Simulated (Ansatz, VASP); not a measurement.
Two plane-wave programs on Nb

The input INCAR:

```
PREC = Accurate
ENCUT = 520
EDIFF = 1E-7
ISMEAR = -1
SIGMA = 0.1
LREAL = F
LASPH = T
NELM = 80
ALGO = Normal
ISIF = 2
LWAVE = F
LCHARG = T
GGA = B5
ALDAX = 1.0
AGGAX = 1.0
AGGAC = 1.0
ALDAC = 0.0
LELF = T
LVHAR = T
NBANDS = 26
```

KPOINTS

```
regular mesh
0
Gamma
  8 8 13
```

File POSCAR:

```
Nb
1.0
    5.1458731240      0.0000000000      0.0000000000
   -2.5729365620      4.4564568500      0.0000000000
    0.0000000000      0.0000000000      2.8194670662
Nb
3
Direct
    1.0000000000      0.0000000000      0.0000000000
    0.3333333333      0.6666666667      0.5000000000
    0.6666666667      0.3333333333      0.5000000000
```

Input for Ansatz:

```yaml
crystal:
  lattice:
    - [5.145873124, 0.0, 0.0]
    - [-2.572936562, 4.45645685, 0.0]
    - [0.0, 0.0, 2.8194670662]
  atoms:
    - { symbol: Nb, position: [1.0, 0.0, 0.0] }
    - { symbol: Nb, position: [0.3333333333, 0.6666666667, 0.5] }
    - { symbol: Nb, position: [0.6666666667, 0.3333333333, 0.5] }
hamiltonian:
  xc: blyp
  pseudopotentials:
    kind: paw
    azcp:
      Nb: "pseudopotentials/Nb.paw.azcp"
basis:
  ecutwfc: 420
  fft_grid_basis: typed
kpoints:
  mp_grid: { grid: [8, 8, 13], shift: [0, 0, 0] }
magnetization:
  spin_polarized: false
scf:
  occupations: { method: fermi_dirac, width: 0.1 }
  lower_state_search: "off"
output:
  stress: true
```

Alike in both runs: task single point; functional BLYP; k mesh 8 × 8 × 13; occupations fermi-dirac, width 0.1 eV; no spin polarisation.

|  | VASP | Ansatz |
| --- | --- | --- |
| version | VASP 6.6.1 | Ansatz 0.2.0 |
| potentials or method | VASP PAW PBE potentials, release 64 (Nb_sv), cutoff 520 eV | plane waves (420 eV) with PAW, scalar-relativistic |
| valence electrons in the cell | 39 | 39 |

```tsv
	VASP	Ansatz	Ansatz less VASP
pressure (GPa)	-13.6	-13.6	+0.04
traceless stress, the component that is largest in VASP (GPa)	-1.79	-1.77	+0.026
```

VASP's potentials were made for PBE, not for BLYP. With one functional, cell and mesh, what is left measures potentials, basis and numerics.
